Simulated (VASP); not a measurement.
# Si (P3_121) in VASP: relaxation of cell and atoms with r2SCAN

Aim: the relaxation of cell and atoms of Si with r2SCAN.

All numbers are computed with VASP 6.6.1; they aren't measurements. Logs are shortened: lines on timing, memory, paths and dates and some standing lists are left out, and cuts for length are marked.

## Step 1: The cell of the first run

It takes space group P3_121 (No. 152, trigonal). The conventional cell has a = 3.975 Å, b = 3.975 Å, c = 4.510 Å, α = 90.00°, β = 90.00°, γ = 120.00°. Si (site symmetry 2) has 2 Si at 2.16 Å within 2.9 Å.

## Step 2: Relaxation of cell and atoms, r2SCAN

POSCAR

```
Si
1.0
    3.9749297976      0.0000000000      0.0000000000
   -1.9874648988      3.4423901830      0.0000000000
    0.0000000000      0.0000000000      4.5096909156
Si
3
Direct
    0.2254000000      0.0000000000      0.3333333333
    0.0000000000      0.2254000000      0.6666666667
    0.7746000000      0.7746000000      0.0000000000
```

INCAR.step1

```
ALGO = Normal
EDIFF = 1E-4
ENCUT = 600
GGA = PE
ISMEAR = 0
LASPH = True
LCHARG = False
LREAL = False
LWAVE = True
NELM = 80
PREC = Accurate
SIGMA = 0.1
```

INCAR.step2

```
ALGO = Normal
EDIFF = 1E-6
EDIFFG = -0.04
ENCUT = 600
IBRION = 2
ISIF = 3
ISMEAR = 0
ISTART = 1
LASPH = True
LCHARG = False
LMIXTAU = True
LREAL = False
LWAVE = False
METAGGA = R2SCAN
NELM = 80
NSW = 90
PREC = Accurate
SIGMA = 0.1
```

KPOINTS

```
k-points
0
Gamma
  6 6 4
```

Potentials or basis: VASP PAW PBE potentials, release 64 (Si).

On the command line:

```sh
$ cat potpaw_PBE.64/Si/POTCAR > POTCAR
$ cp INCAR.step1 INCAR
$ mpirun -np 1 vasp_std > vasp.out
$ cp INCAR.step2 INCAR
$ mpirun -np 1 vasp_std > vasp.out
```

OUTCAR:

```text
EDIFF = 1E-6
   EDIFFG = -0.04
   ENCUT = 600
   IBRION = 2
   ISIF = 3
   ISMEAR = 0
   ISTART = 1
   LASPH = True
   LREAL = False
   METAGGA = R2SCAN
   NELM = 80
   NSW = 90
   PREC = Accurate

 ion  position               nearest neighbor table
   1  0.225  0.000  0.333-   3 2.16   2 2.16   3 3.13   3 3.13   2 3.13   2 3.13
   2  0.000  0.225  0.667-   3 2.16   1 2.16   3 3.13   3 3.13   1 3.13   1 3.13
   3  0.775  0.775  0.000-   1 2.16   2 2.16   1 3.13   2 3.13   2 3.13   1 3.13

  LATTYP: Found a hexagonal cell.
 ALAT       =     3.9749297976
 C/A-ratio  =     1.1345334749

  Lattice vectors:

 A1 = (   3.9749297976,   0.0000000000,   0.0000000000)
 A2 = (  -1.9874648988,   3.4423901830,   0.0000000000)
 A3 = (   0.0000000000,   0.0000000000,   4.5096909156)

Analysis of symmetry for initial positions (statically):
=====================================================================
 Subroutine PRICEL returns:
 Original cell was already a primitive cell.

 Routine SETGRP: Setting up the symmetry group for a
 hexagonal supercell.

 Subroutine GETGRP returns: Found  6 space group operations
 (whereof  2 operations were pure point group operations)
 out of a pool of 24 trial point group operations.

The static configuration has the point symmetry C_2 .
 The point group associated with its full space group is D_3 .

Analysis of symmetry for dynamics (positions and initial velocities):
=====================================================================
 Subroutine PRICEL returns:
 Original cell was already a primitive cell.

 Routine SETGRP: Setting up the symmetry group for a
 hexagonal supercell.

 Subroutine GETGRP returns: Found  6 space group operations
 (whereof  2 operations were pure point group operations)
 out of a pool of 24 trial point group operations.

The dynamic configuration has the point symmetry C_2 .
 The point group associated with its full space group is D_3 .

 Subroutine INISYM returns: Found  6 space group operations
 (whereof  2 operations are pure point group operations),
 and found     1 'primitive' translations

----------------------------------------------------------------------------------------

                                     Primitive cell

  volume of cell :      61.7073

  direct lattice vectors                    reciprocal lattice vectors
     3.974929798  0.000000000  0.000000000     0.251576770  0.145247916  0.000000000
    -1.987464899  3.442390183  0.000000000     0.000000000  0.290495832  0.000000000
     0.000000000  0.000000000  4.509690916     0.000000000  0.000000000  0.221744687

  length of vectors
     3.974929798  3.974929798  4.509690916     0.290495832  0.290495832  0.221744687

  position of ions in fractional coordinates (direct lattice)
     0.225400000  0.000000000  0.333333333
     1.000000000  0.225400000  0.666666667
     0.774600000  0.774600000  0.000000000

  ion indices of the primitive-cell ions
   primitive index   ion index
                 1           1
                 2           2
                 3           3

----------------------------------------------------------------------------------------

 KPOINTS: k-points

Automatic generation of k-mesh.
 Grid dimensions read from file:
 generate k-points for:    6    6    4

 Generating k-lattice:

  Cartesian coordinates                     Fractional coordinates (reciprocal lattice)
     0.041929462  0.024207986  0.000000000     0.166666667  0.000000000  0.000000000
     0.000000000  0.048415972  0.000000000     0.000000000  0.166666667  0.000000000
     0.000000000  0.000000000  0.055436172     0.000000000  0.000000000  0.250000000

  Length of vectors
     0.048415972  0.048415972  0.055436172

  Shift w.r.t. Gamma in fractional coordinates (k-lattice)
     0.000000000  0.000000000  0.000000000

 Subroutine IBZKPT returns following result:
 ===========================================

 Found     24 irreducible k-points:

 Following reciprocal coordinates:
            Coordinates               Weight
  0.000000  0.000000  0.000000      1.000000
  0.166667  0.000000  0.000000      6.000000
  0.333333  0.000000  0.000000      6.000000
  0.500000  0.000000  0.000000      3.000000
  0.166667  0.166667  0.000000      6.000000
  0.333333  0.166667  0.000000     12.000000
[... 16 lines left out ...]
  0.333333  0.166667  0.500000     12.000000
  0.333333  0.333333  0.500000      2.000000
   k-points           NKPTS =     24   k-points in BZ     NKDIM =     24   number of bands    NBANDS=     10
   number of dos      NEDOS =    301   number of ions     NIONS =      3
   total plane-waves  NPLWV =  36864
   dimension x,y,z NGX =    32 NGY =   32 NGZ =   36
   dimension x,y,z NGXF=    64 NGYF=   64 NGZF=   72
   ions per type =               3
   NGX,Y,Z   is equivalent  to a cutoff of  13.38, 13.38, 13.27 a.u.
   NGXF,Y,Z  is equivalent  to a cutoff of  26.77, 26.77, 26.54 a.u.
 SYSTEM =  unknown system
   PREC   = accura    normal or accurate (medium, high low for compatibility)
   ISTART =      1    job   : 0-new  1-cont  2-samecut
   ICHARG =      0    charge: 1-file 2-atom 10-const
   ISPIN  =      1    spin polarized calculation?
   LNONCOLLINEAR =      F non collinear calculations
   LSORBIT =      F    spin-orbit coupling
   LASPH  =      T    aspherical Exc in radial PAW
   ENCUT  =  600.0 eV  44.10 Ry    6.64 a.u.   7.94  7.94  9.01*2*pi/ulx,y,z
   NELM   =     80;   NELMIN=  2; NELMDL=  0     # of ELM steps
   EDIFF  = 0.1E-05   stopping-criterion for ELM
   LREAL  =      F    real-space projection
   EDIFFG = -.4E-01   stopping-criterion for IOM
   NSW    =     90    number of steps for IOM
   IBRION =      2    ionic relax: 0-MD 1-quasi-New 2-CG
   NFREE  =      1    steps in history (QN), initial steepest desc. (CG)
   ISIF   =      3    stress and relaxation
   ISYM   =      2    0-nonsym 1-usesym 2-fastsym
   POTIM  = 0.5000    time-step for ionic-motion
   TEBEG  =    0.0;   TEEND  =   0.0 temperature during run
   PSTRESS=    0.0 pullay stress
   NELECT =      12.0000    total number of electrons
   NUPDOWN=      -1.0000    fix difference up-down
   EMIN   =  10.00;   EMAX   =-10.00  energy-range for DOS
   EFERMI =   0.00;   METHOD = LEGACY
   ISMEAR =     0;   SIGMA  =   0.10  broadening in eV -4-tet -1-fermi 0-gaus
   EFERMI_NEDOS =   21; number of points for ismear=-14 and -15
   IALGO  =     38    algorithm
   IMIX   =      4    mixing-type and parameters
     AMIX     =   0.40;   BMIX     =  1.00
     AMIX_MAG =   1.60;   BMIX_MAG =  1.00
  volume/ion in A,a.u.               =      20.57       138.81
  Fermi-wavevector in a.u.,A,eV,Ry     =   0.948469  1.792346 12.239712  0.899593
  Thomas-Fermi vector in A             =   2.076660
   LORBIT       =      0    0 simple, 1 ext, 2 COOP (PROOUT), +10 PAW based schemes
   METAGGA = R2SCAN    functional components
   LHFCALC =     F    Hartree Fock is set to
   AEXX    =    0.0000 exact exchange contribution
   IVDW    =     0    specifies the selected vdW correction
   LEPSILON=     F    determine dielectric tensor
   LRPA    =     F    only Hartree local field effects (RPA)
 conjugate gradient relaxation of ions
 non-spin polarized calculation
 Gauss-broadening in eV      SIGMA  =   0.10
  energy-cutoff  :      600.00
  volume of cell :       61.71
 maximum number of plane-waves:      2082
   NGX = 15   NGY = 15   NGZ = 19

--------------------------------------- Ionic step        1  -------------------------------------------

 number of electron      12.0000001 magnetization

 Free energy of the ion-electron system (eV)
  ---------------------------------------------------
  ext. energy  EPLUGINS =         0.00000000
  ---------------------------------------------------
  free energy    TOTEN  =       -22.86678108 eV

  energy without entropy =      -22.85819791  energy(sigma->0) =      -22.86248950

------------------------ aborting loop because EDIFF is reached ----------------------------------------

  FORCE on cell =-STRESS in cart. coord.  units (eV):
  Direction    XX          YY          ZZ          XY          YZ          ZX
  --------------------------------------------------------------------------------------
  -------------------------------------------------------------------------------------
  Total        1.2819349      1.2819349      1.9431435      0.0000000     -0.0000000      0.0000000
  in kB       33.2843610     33.2843610     50.4520850      0.0000000     -0.0000000      0.0000000
  external PRESSURE =      39.0069357 kB  Pullay stress =       0.0000000 kB
[... 59 lines left out ...]
  energy  without entropy=      -23.6780724817  energy(sigma->0) =      -23.68333855

--------------------------------------- Ionic step        3  -------------------------------------------

 number of electron      12.0000000 magnetization

 E-fermi :   5.0917     XC(G=0):  -9.8364

 val. band max:        5.0783338468   @ k =   0.0000   0.0000   0.2500
 cond. band min:       5.1033165100   @ k =   0.0000   0.0000   0.0000
 fundamental gap:      0.0249826632
 Fermi energy:         5.0917358253

 k-point     1 :       0.0000    0.0000    0.0000
  band No.  band energies     occupation
      1      -6.7792      2.00000
      2      -0.3961      2.00000
      3      -0.3961      2.00000
      4       3.7538      2.00000
      5       5.1033      0.86991
      6       5.1033      0.86990
      7       6.5646      0.00000
      8       6.5646      0.00000
      9       6.8907      0.00000
     10      10.7574      0.00000
[... 327 lines left out ...]
  FREE ENERGIE OF THE ION-ELECTRON SYSTEM (eV)
  ---------------------------------------------------
  free  energy   TOTEN  =       -23.7006946959 eV

  energy  without entropy=      -23.6896288780  energy(sigma->0) =      -23.69516179

[... ionic steps 4 to 16 ...]

--------------------------------------- Ionic step       17  -------------------------------------------

 number of electron      12.0000000 magnetization

------------------------ aborting loop because EDIFF is reached ----------------------------------------

  FORCE on cell =-STRESS in cart. coord.  units (eV):
  Direction    XX          YY          ZZ          XY          YZ          ZX
  --------------------------------------------------------------------------------------
  -------------------------------------------------------------------------------------
  Total        0.0771587      0.0771587     -0.2636054      0.0000000      0.0000000      0.0000000
  in kB        2.5584734      2.5584734     -8.7407824      0.0000000      0.0000000      0.0000000
  external PRESSURE =      -1.2079452 kB  Pullay stress =       0.0000000 kB
[... 59 lines left out ...]
  energy  without entropy=      -24.9234327166  energy(sigma->0) =      -24.92578310

--------------------------------------- Ionic step       19  -------------------------------------------

 number of electron      12.0000000 magnetization

 Free energy of the ion-electron system (eV)
  ---------------------------------------------------
  ext. energy  EPLUGINS =         0.00000000
  ---------------------------------------------------
  free energy    TOTEN  =       -24.92949131 eV

  energy without entropy =      -24.92403328  energy(sigma->0) =      -24.92676230

 E-fermi :   8.2749     XC(G=0): -11.2025

 val. band max:        8.2357160983   @ k =   0.1667   0.0000   0.5000
 cond. band min:       8.3403781731   @ k =   0.1667   0.0000   0.0000
 fundamental gap:      0.1046620748
 Fermi energy:         8.2748967036

 k-point     1 :       0.0000    0.0000    0.0000
  band No.  band energies     occupation
      1      -5.6433      2.00000
      2       1.9076      2.00000
      3       1.9076      2.00000
      4       8.6389      0.00000
      5       8.6831      0.00000
      6       8.6831      0.00000
      7       8.7276      0.00000
      8      12.6327      0.00000
      9      12.6327      0.00000
     10      16.1611      0.00000
[... 327 lines left out ...]
  FREE ENERGIE OF THE ION-ELECTRON SYSTEM (eV)
  ---------------------------------------------------
  free  energy   TOTEN  =       -24.9294913105 eV

  energy  without entropy=      -24.9240332817  energy(sigma->0) =      -24.92676230

 reached required accuracy - stopping structural energy minimisation
```

Wall time 7.9 min (1 thread of AMD EPYC 9R45 (Zen 5), shared host); peak memory 0.17 GiB.

Results:

```yaml
Free_energy: -24.9295 eV
Relaxed_volume: 16.10 Å³/atom
Relaxed_cell: a = 3.562 Å, b = 3.562 Å, c = 4.397 Å, α = 90.00°, β = 90.00°, γ = 120.00°
Space_group_after_relaxing_to_0.1_Å: Pm-3m (No. 221)
Energy_gained_by_relaxing: 687.6 meV/atom
Ionic_steps: 19
Pressure_after_relaxing: -0.1 GPa
Largest_force_after_relaxing: 0.030 eV/Å
Band_gap_on_the_k_mesh: zero (bands 6 and 7 overlap by 4.74 eV)
```

Forces on the atoms (eV/Å):
```
Si  -0.030  0.000  0.000
Si   0.015 -0.026  0.000
Si   0.015  0.026  0.000
```

Step by step:
| step | energy change (eV) | largest force (eV/Å) | pressure (GPa) | volume (Å³) |
| --- | --- | --- | --- | --- |
| 1 | 0.0000 | 3.7432 | 3.90 | 61.71 |
| 2 | -0.8218 | 0.3369 | -12.32 | 66.29 |
| 3 | -0.8339 | 0.6001 | -11.10 | 65.70 |
| 4 | -1.7198 | 0.4862 | -7.73 | 54.64 |
| 5 | -1.9840 | 0.2723 | 0.95 | 47.75 |
| 6 | -1.9842 | 0.2600 | 1.81 | 47.31 |
| 7 | -2.0079 | 0.1043 | 1.21 | 47.45 |
| 8 | -2.0233 | 0.0140 | 1.05 | 47.61 |
| 9 | -2.0320 | 0.1206 | 1.45 | 47.89 |
| 10 | -2.0339 | 0.0856 | 1.18 | 47.78 |
| 11 | -2.0446 | 0.1261 | -1.67 | 49.19 |
| 12 | -2.0464 | 0.1178 | -0.94 | 48.81 |
| 13 | -2.0531 | 0.1538 | 0.31 | 48.22 |
| 14 | -2.0538 | 0.1561 | 0.95 | 47.91 |
| 15 | -2.0562 | 0.1105 | 0.58 | 48.01 |
| 16 | -2.0562 | 0.1132 | 0.60 | 48.01 |
| 17 | -2.0603 | 0.0796 | -0.12 | 48.32 |
| 18 | -2.0614 | 0.0515 | -0.70 | 48.58 |
| 19 | -2.0627 | 0.0304 | -0.09 | 48.31 |

Final structure:
```
CELL_PARAMETERS angstrom
3.56176 0.00000 0.00000
-1.78088 3.08457 0.00000
0.00000 0.00000 4.39695
ATOMIC_POSITIONS crystal
Si 0.33501 0.00000 0.33333
Si 0.00000 0.33501 0.66667
Si 0.66499 0.66499 0.00000
```

Levels at points of the mesh, in eV from the Fermi level:
| k point | band 4 | band 5 | band 6 | band 7 | band 8 | band 9 |
| --- | --- | --- | --- | --- | --- | --- |
| (0.00, 0.00, 0.00) | 0.36 | 0.41 | 0.41 | 0.45 | 4.36 | 4.36 |
| (0.50, 0.00, 0.00) | -3.12 | -3.01 | -2.29 | -2.26 | 1.79 | 3.98 |
| (0.00, 0.00, 0.50) | 0.65 | 0.65 | 2.48 | 2.51 | 2.51 | 2.54 |
| (0.50, 0.00, 0.50) | -6.87 | -1.22 | -1.21 | 0.46 | 0.48 | 7.01 |

Caveat: the volume moved by over 15 % at a fixed basis, so the end points are rough; the PAW data sets were made with another functional, which shifts forces and pressure a little.

The gap in the log of VASP goes by the Fermi energy; the results here count the filled bands.